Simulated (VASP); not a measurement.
Crystal: SrTiO3.

```
Sr Ti O
1.0
     4.10219    0.00000    0.00000
     0.00000    4.10219    0.00000
     0.00000    0.00000    3.80504
Sr Ti O
1 1 3
Direct
  0.00000 0.00000 0.00000
  0.50000 0.50000 0.50000
  0.50000 0.50000 0.00000
  0.50000 0.00000 0.50000
  0.00000 0.50000 0.50000
```

This cell differs from its parent crystal: epitaxial xy strain +5.0%.

Base run:

```yaml
Program: VASP 6.6.1
Functional: r2SCAN
Potentials_or_basis: VASP PAW PBE potentials, release 64 (Sr_sv, Ti_sv, O)
Cutoff: 520 eV
k_mesh: 6 × 6 × 6
Occupations: gaussian, width 0.01 eV
Spin: no spin polarisation
```

Its results: band gap on the k mesh 2.03 eV (least direct gap 2.42 eV); pressure -9.4 GPa.

Question: The run is repeated on the same cell with these changes: functional from r2SCAN to PBE; occupations from gaussian, width 0.01 eV to fermi-dirac, width 0.02 eV. What comes out?

Answer: Band gap on the k mesh 1.64 eV (least direct gap 2.00 eV); pressure -5.5 GPa.

Caveats: the cell stands under tension; the PAW data sets were made with another functional, which shifts forces and pressure a little (at least some runs).

A k mesh can miss the band edges.
